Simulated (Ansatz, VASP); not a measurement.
## Two plane-wave programs on GaSb

```
Ga Sb
1.0
    -1.60613    2.76135    2.98671
     1.60613   -2.76135    2.98671
     1.60613    2.76135   -2.98671
Ga Sb
1 1
Direct
  0.00000 0.00000 0.00000
  0.50000 0.50000 0.00000
```

Alike in both runs: task single point; functional LDA; k mesh 8 × 8 × 8; occupations fermi-dirac, width 0.1 eV; no spin polarisation.

```csv
,VASP,Ansatz
version,VASP 6.6.1,Ansatz 0.2.0
potentials or method,"VASP PAW LDA potentials, release 64 (Ga_d, Sb), cutoff 500 eV","plane waves, PAW"
valence electrons in the cell,18,28
```

VASP gave:

```
pressure (GPa)                                                : -7.7
traceless stress, the component that is largest in VASP (GPa) : 1.97
```

Problem. Estimate Ansatz's values.

Solution. Pressure (GPa): -7.6; traceless stress, the component that is largest in VASP (GPa): 1.95.

LDA's correlation is that of Perdew and Zunger in VASP and of Perdew and Wang (1992) in Ansatz. VASP's potentials hold 18 valence electrons a cell and Ansatz's 28, so a difference there can come from the potentials and not from the codes. Ansatz's warnings: stress scf threshold loose.

Spin-orbit coupling is off throughout.
